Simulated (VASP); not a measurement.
# Na2GeI4 (C2/m) in VASP: single point with PBEsol

Aim: the single point of Na2GeI4 with PBEsol.

Program: VASP 6.6.1. These are calculated values, not measurements. Logs are shortened: lines on timing, memory, paths and dates and some standing lists are left out, and cuts for length are marked.

## (1) The cell of the first run

It takes space group C2/m (No. 12, monoclinic). The conventional cell has a = 15.447 Å, b = 4.379 Å, c = 8.085 Å, α = 90.00°, β = 117.15°, γ = 90.00°. Na (site symmetry m) has 6 I at 3.08 to 3.36 Å and 1 Ge at 3.89 Å within 4.0 Å. Ge (site symmetry 2/m) has 6 I at 2.94 to 3.03 Å and 2 Na at 3.89 Å within 3.9 Å. I (site symmetry m) has 1 Ge at 2.94 Å and 3 Na at 3.08 to 3.15 Å within 3.9 Å. I (site symmetry m) has 2 Ge at 3.03 Å and 3 Na at 3.26 to 3.36 Å within 4.0 Å.

## (2) Single point, PBEsol

Contents of INCAR:

```
SYSTEM = Na2GeI4
ALGO = Normal ; EDIFF = 1E-6
ENCUT = 520 ; GGA = PS
ISIF = 2 ; ISMEAR = -1
LASPH = .True. ; LCHARG = .False.
LREAL = .False. ; LWAVE = .False.
NBANDS = 37 ; NELM = 80
PREC = Accurate ; SIGMA = 0.03
```

Contents of KPOINTS:

```
k-points
0
Gamma
  6 6 4
  0 0 0
```

Contents of POSCAR:

```
Na2GeI4
1.0
    7.7201716727     -2.1895940251     -0.2263933709
    7.7201716727      2.1895940251     -0.2263933709
   -3.4764976987      0.0000000000      7.2997075870
Na Ge I
2 1 4
Direct
    0.2801195384      0.2801195384      0.3092656108
    0.7198804616      0.7198804616      0.6907343892
    0.0000000000      0.0000000000      0.0000000000
    0.1051357987      0.1051357987      0.4082977707
    0.8948642013      0.8948642013      0.5917022293
    0.3674941453      0.3674941453      0.0108691407
    0.6325058547      0.6325058547      0.9891308593
```

Potentials or basis: VASP PAW PBE potentials, release 64 (Na_pv, Ge_d, I).

On the command line:

```bash
> cat potpaw_PBE.64/Na_pv/POTCAR potpaw_PBE.64/Ge_d/POTCAR potpaw_PBE.64/I/POTCAR > POTCAR
> mpirun -np 1 vasp_std > vasp.out
```

OUTCAR:

```text
SYSTEM = Na2GeI4
   EDIFF = 1E-6
   ENCUT = 520
   GGA = PS
   ISIF = 2
   ISMEAR = -1
   LASPH = .True.
   LREAL = .False.
   NELM = 80
   PREC = Accurate

 ion  position               nearest neighbor table
   1  0.280  0.280  0.309-   5 3.08   5 3.08   4 3.15
   2  0.720  0.720  0.691-   4 3.08   4 3.08   5 3.15
   3  0.000  0.000  0.000-   4 2.94   5 2.94   7 3.03   7 3.03   6 3.03   6 3.03
   4  0.105  0.105  0.408-   3 2.94   2 3.08   2 3.08   1 3.15
   5  0.895  0.895  0.592-   3 2.94   1 3.08   1 3.08   2 3.15
   6  0.367  0.367  0.011-   3 3.03   3 3.03
   7  0.633  0.633  0.989-   3 3.03   3 3.03

  LATTYP: Found a base centered monoclinic cell.
 ALAT       =    15.4469808849
 B/A-ratio  =     0.2834979912
 C/A-ratio  =     0.5234214344
 COS(beta)  =    -0.4562581336

  Lattice vectors:

 A1 = (   7.7201716727,  -2.1895940251,  -0.2263933709)
 A2 = (   7.7201716727,   2.1895940251,  -0.2263933709)
 A3 = (  -3.4764976987,   0.0000000000,   7.2997075870)

Analysis of symmetry for initial positions (statically):
=====================================================================
 Subroutine PRICEL returns:
 Original cell was already a primitive cell.

 Routine SETGRP: Setting up the symmetry group for a
 base centered monoclinic supercell.

 Subroutine GETGRP returns: Found  4 space group operations
 (whereof  4 operations were pure point group operations)
 out of a pool of  4 trial point group operations.

The static configuration has the point symmetry C_2h.

Analysis of symmetry for dynamics (positions and initial velocities):
=====================================================================
 Subroutine PRICEL returns:
 Original cell was already a primitive cell.

 Routine SETGRP: Setting up the symmetry group for a
 base centered monoclinic supercell.

 Subroutine GETGRP returns: Found  4 space group operations
 (whereof  4 operations were pure point group operations)
 out of a pool of  4 trial point group operations.

The dynamic configuration has the point symmetry C_2h.

 Subroutine INISYM returns: Found  4 space group operations
 (whereof  4 operations are pure point group operations),
 and found     1 'primitive' translations

----------------------------------------------------------------------------------------

                                     Primitive cell

  volume of cell :     243.3425

  direct lattice vectors                    reciprocal lattice vectors
     7.720171673 -2.189594025 -0.226393371     0.065682727 -0.228352834  0.031281506
     7.720171673  2.189594025 -0.226393371     0.065682727  0.228352834  0.031281506
    -3.476497699  0.000000000  7.299707587     0.004074172  0.000000000  0.138932120

  length of vectors
     8.027865632  8.027865632  8.085280892     0.239661782  0.239661782  0.138991845

  position of ions in fractional coordinates (direct lattice)
     0.280119538  0.280119538  0.309265611
     0.719880462  0.719880462  0.690734389
     0.000000000  0.000000000  0.000000000
     0.105135799  0.105135799  0.408297771
     0.894864201  0.894864201  0.591702229
     0.367494145  0.367494145  0.010869141
     0.632505855  0.632505855  0.989130859

  ion indices of the primitive-cell ions
   primitive index   ion index
                 1           1
                 2           2
                 3           3
                 4           4
                 5           5
                 6           6
                 7           7

----------------------------------------------------------------------------------------

 KPOINTS: k-points

Automatic generation of k-mesh.
 Grid dimensions read from file:
 generate k-points for:    6    6    4

 Generating k-lattice:

  Cartesian coordinates                     Fractional coordinates (reciprocal lattice)
     0.010947121 -0.038058806  0.005213584     0.166666667  0.000000000  0.000000000
     0.010947121  0.038058806  0.005213584     0.000000000  0.166666667  0.000000000
     0.001018543  0.000000000  0.034733030     0.000000000  0.000000000  0.250000000

  Length of vectors
     0.039943630  0.039943630  0.034747961

  Shift w.r.t. Gamma in fractional coordinates (k-lattice)
     0.000000000  0.000000000  0.000000000

 Subroutine IBZKPT returns following result:
 ===========================================

 Found     47 irreducible k-points:

 Following reciprocal coordinates:
            Coordinates               Weight
  0.000000  0.000000  0.000000      1.000000
  0.166667 -0.000000  0.000000      4.000000
  0.333333 -0.000000  0.000000      4.000000
  0.500000  0.000000 -0.000000      2.000000
  0.166667  0.166667  0.000000      2.000000
  0.333333  0.166667 -0.000000      4.000000
[... 16 lines left out ...]
 -0.333333  0.166667  0.250000      4.000000
 -0.166667  0.166667  0.250000      4.000000
 [... further k-points ...]
   k-points           NKPTS =     47   k-points in BZ     NKDIM =     47   number of bands    NBANDS=     37
   number of dos      NEDOS =    301   number of ions     NIONS =      7
   total plane-waves  NPLWV = 216000
   dimension x,y,z NGX =    60 NGY =   60 NGZ =   60
   dimension x,y,z NGXF=   120 NGYF=  120 NGZF=  120
   ions per type =               2   1   4
   NGX,Y,Z   is equivalent  to a cutoff of  12.43, 12.43, 12.34 a.u.
   NGXF,Y,Z  is equivalent  to a cutoff of  24.85, 24.85, 24.67 a.u.
 SYSTEM =  Na2GeI4
   PREC   = accura    normal or accurate (medium, high low for compatibility)
   ISTART =      0    job   : 0-new  1-cont  2-samecut
   ICHARG =      2    charge: 1-file 2-atom 10-const
   ISPIN  =      1    spin polarized calculation?
   LNONCOLLINEAR =      F non collinear calculations
   LSORBIT =      F    spin-orbit coupling
   LASPH  =      T    aspherical Exc in radial PAW
   ENCUT  =  520.0 eV  38.22 Ry    6.18 a.u.  14.93 14.93 15.03*2*pi/ulx,y,z
   NELM   =     80;   NELMIN=  2; NELMDL= -5     # of ELM steps
   EDIFF  = 0.1E-05   stopping-criterion for ELM
   LREAL  =      F    real-space projection
   EDIFFG = 0.1E-04   stopping-criterion for IOM
   NSW    =      0    number of steps for IOM
   IBRION =     -1    ionic relax: 0-MD 1-quasi-New 2-CG
   NFREE  =      0    steps in history (QN), initial steepest desc. (CG)
   ISIF   =      2    stress and relaxation
   ISYM   =      2    0-nonsym 1-usesym 2-fastsym
   POTIM  = 0.5000    time-step for ionic-motion
   TEBEG  =    0.0;   TEEND  =   0.0 temperature during run
   PSTRESS=    0.0 pullay stress
   NELECT =      56.0000    total number of electrons
   NUPDOWN=      -1.0000    fix difference up-down
   EMIN   =  10.00;   EMAX   =-10.00  energy-range for DOS
   EFERMI =   0.00;   METHOD = LEGACY
   ISMEAR =    -1;   SIGMA  =   0.03  broadening in eV -4-tet -1-fermi 0-gaus
   EFERMI_NEDOS =   21; number of points for ismear=-14 and -15
   IALGO  =     38    algorithm
   IMIX   =      4    mixing-type and parameters
     AMIX     =   0.40;   BMIX     =  1.00
     AMIX_MAG =   1.60;   BMIX_MAG =  1.00
  volume/ion in A,a.u.               =      34.76       234.59
  Fermi-wavevector in a.u.,A,eV,Ry     =   1.003225  1.895820 13.693717  1.006460
  Thomas-Fermi vector in A             =   2.135763
   LORBIT       =      0    0 simple, 1 ext, 2 COOP (PROOUT), +10 PAW based schemes
   GGA     = PS    functional components
   LHFCALC =     F    Hartree Fock is set to
   AEXX    =    0.0000 exact exchange contribution
   IVDW    =     0    specifies the selected vdW correction
   LEPSILON=     F    determine dielectric tensor
   LRPA    =     F    only Hartree local field effects (RPA)
 non-spin polarized calculation
  energy-cutoff  :      520.00
  volume of cell :      243.34
 maximum number of plane-waves:      6586
   NGX = 29   NGY = 29   NGZ = 31

 number of electron      56.0000004 magnetization

 Free energy of the ion-electron system (eV)
  ---------------------------------------------------
  ext. energy  EPLUGINS =         0.00000000
  ---------------------------------------------------
  free energy    TOTEN  =       -20.41096896 eV

  energy without entropy =      -20.41096896  energy(sigma->0) =      -20.41096896

 E-fermi :   2.4349     XC(G=0):  -8.1727

 val. band max:        1.6980289461   @ k =  -0.1667   0.1667   0.0000
 cond. band min:       3.8045804388   @ k =   0.5000   0.5000  -0.0000
 fundamental gap:      2.1065514926
 Fermi energy:         2.4348959896

 k-point     1 :       0.0000    0.0000    0.0000
  band No.  band energies     occupation
      1     -22.2997      2.00000
      2     -22.2973      2.00000
      3     -22.2806      2.00000
      4     -22.2804      2.00000
      5     -22.2774      2.00000
      6     -20.8842      2.00000
[... 29 lines left out ...]
     36       8.5348      0.00000
     37       8.9186      0.00000

 k-point     2 :       0.1667   -0.0000    0.0000
  band No.  band energies     occupation
      1     -22.3001      2.00000
      2     -22.2970      2.00000
      3     -22.2805      2.00000
      4     -22.2802      2.00000
      5     -22.2775      2.00000
      6     -20.8853      2.00000
[... 29 lines left out ...]
     36       8.1917      0.00000
     37       8.6410      0.00000

 k-point     3 :       0.3333   -0.0000    0.0000
  band No.  band energies     occupation
      1     -22.3009      2.00000
      2     -22.2964      2.00000
      3     -22.2805      2.00000
      4     -22.2797      2.00000
      5     -22.2777      2.00000
      6     -20.8874      2.00000
[... 29 lines left out ...]
     36       8.3503      0.00000
     37       8.6016      0.00000

 k-point     4 :       0.5000    0.0000   -0.0000
  band No.  band energies     occupation
      1     -22.3013      2.00000
      2     -22.2961      2.00000
      3     -22.2805      2.00000
      4     -22.2794      2.00000
      5     -22.2778      2.00000
      6     -20.8883      2.00000
[... 29 lines left out ...]
     36       8.5759      0.00000
     37       8.9785      0.00000
[... 683 lines left out ...]
      1     -22.3009      2.00000
      2     -22.2964      2.00000
      3     -22.2805      2.00000
      4     -22.2797      2.00000
      5     -22.2777      2.00000
      6     -20.8874      2.00000
[... 29 lines left out ...]
     36       8.6312      0.00000
     37       8.7044      0.00000

 k-point    23 :      -0.3333    0.1667    0.2500
  band No.  band energies     occupation
      1     -22.3013      2.00000
      2     -22.2961      2.00000
      3     -22.2805      2.00000
      4     -22.2794      2.00000
      5     -22.2778      2.00000
      6     -20.8884      2.00000
[... 29 lines left out ...]
     36       8.3422      0.00000
     37       8.5310      0.00000

 k-point    24 :      -0.1667    0.1667    0.2500
  band No.  band energies     occupation
      1     -22.3009      2.00000
      2     -22.2964      2.00000
      3     -22.2805      2.00000
      4     -22.2797      2.00000
      5     -22.2777      2.00000
      6     -20.8874      2.00000
[... 29 lines left out ...]
     36       8.4542      0.00000
     37       8.8172      0.00000

 [... further k-points ...]

------------------------ aborting loop because EDIFF is reached ----------------------------------------

  FORCE on cell =-STRESS in cart. coord.  units (eV):
  Direction    XX          YY          ZZ          XY          YZ          ZX
  --------------------------------------------------------------------------------------
  -------------------------------------------------------------------------------------
  Total        0.0471223      0.0423186      0.0601354      0.0000000      0.0000000     -0.0015035
  in kB        0.3102555      0.2786277      0.3959340      0.0000000      0.0000000     -0.0098990
  external PRESSURE =       0.3282724 kB  Pullay stress =       0.0000000 kB

 VOLUME and BASIS-vectors are now :
 -----------------------------------------------------------------------------
  energy-cutoff  :      520.00
  volume of cell :      243.34
      direct lattice vectors                 reciprocal lattice vectors
     7.720171673 -2.189594025 -0.226393371     0.065682727 -0.228352834  0.031281506
     7.720171673  2.189594025 -0.226393371     0.065682727  0.228352834  0.031281506
    -3.476497699  0.000000000  7.299707587     0.004074172  0.000000000  0.138932120

 POSITION                                       TOTAL-FORCE (eV/Angst)
 -----------------------------------------------------------------------------------
      3.24998      0.00000      2.13071         0.001068      0.000000     -0.003975
      8.71386      0.00000      4.71621        -0.001068      0.000000      0.003975
      0.00000      0.00000      0.00000         0.000000      0.000000     -0.000000
      0.20389      0.00000      2.93285        -0.004463      0.000000      0.000032
     11.75996      0.00000      3.91407         0.004463      0.000000     -0.000032
      5.63645      0.00000     -0.08705        -0.001235      0.000000      0.000352
      6.32740      0.00000      6.93398         0.001235      0.000000     -0.000352
 -----------------------------------------------------------------------------------
    total drift:                               -0.000000      0.000000      0.000000

  FREE ENERGIE OF THE ION-ELECTRON SYSTEM (eV)
  ---------------------------------------------------
  free  energy   TOTEN  =       -20.4109689622 eV

  energy  without entropy=      -20.4109689622  energy(sigma->0) =      -20.41096896
```

Wall time 27 min (1 thread of Intel Xeon 8259CL, shared host); peak memory 0.74 GiB.

What came out:

```yaml
Free_energy: -20.4110 eV
Pressure: 0.0 GPa
Largest_force: 0.004 eV/Å
Band_gap_on_the_k_mesh: 2.11 eV (least direct gap 2.13 eV)
```

Forces in eV/Å, atoms in the order of the input:
```
Na   0.001  0.000 -0.004
Na  -0.001  0.000  0.004
Ge   0.000  0.000  0.000
I   -0.004  0.000  0.000
I    0.004  0.000  0.000
I   -0.001  0.000  0.000
I    0.001  0.000  0.000
```

Caveat: the PAW data sets were made with another functional, which shifts forces and pressure a little; spin-orbit coupling is left out, which moves the levels of the heavy elements.
